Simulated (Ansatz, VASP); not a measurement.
**One calculation of TePb3Se2, two programs**

```
CELL_PARAMETERS angstrom
-2.24606 2.24606 9.49582
2.24606 -2.24606 9.49582
2.24606 2.24606 -9.49582
ATOMIC_POSITIONS crystal
Te 0.50000 0.50000 0.00000
Pb 0.00000 0.00000 0.00000
Pb 0.67194 0.67194 0.00000
Pb 0.32806 0.32806 0.00000
Se 0.16632 0.16632 0.00000
Se 0.83368 0.83368 0.00000
```

Alike in both runs: functional PBE; k mesh 12 × 12 × 12; occupations gaussian, width 0.02 eV; no spin polarisation.

Ansatz relaxed the structure, and its values are those at the end. VASP's run is a single point on that final structure, the one shown.

|  | VASP | Ansatz |
| --- | --- | --- |
| version | VASP 6.6.1 | Ansatz 0.2.0 |
| potentials or method | VASP PAW PBE potentials, release 64 (Te, Pb_d, Se), cutoff 520 eV | scalar-relativistic, plane waves, PAW |
| valence electrons in the cell | 60 | 90 |

|  | VASP | Ansatz | Ansatz less VASP |
| --- | --- | --- | --- |
| gap on the k mesh at the Fermi level (eV) | 0.42 | 0.42 | -0.004 |
| least direct gap on the mesh (eV) | 0.42 | 0.42 | -0.004 |
| pressure (GPa) | 0.0 | 0.0 | +0.03 |

With one functional, cell and mesh, what is left measures potentials, basis and numerics. VASP's potentials hold 60 valence electrons a cell and Ansatz's 90, so a difference there can come from the potentials and not from the codes.

Spin-orbit coupling is off throughout.
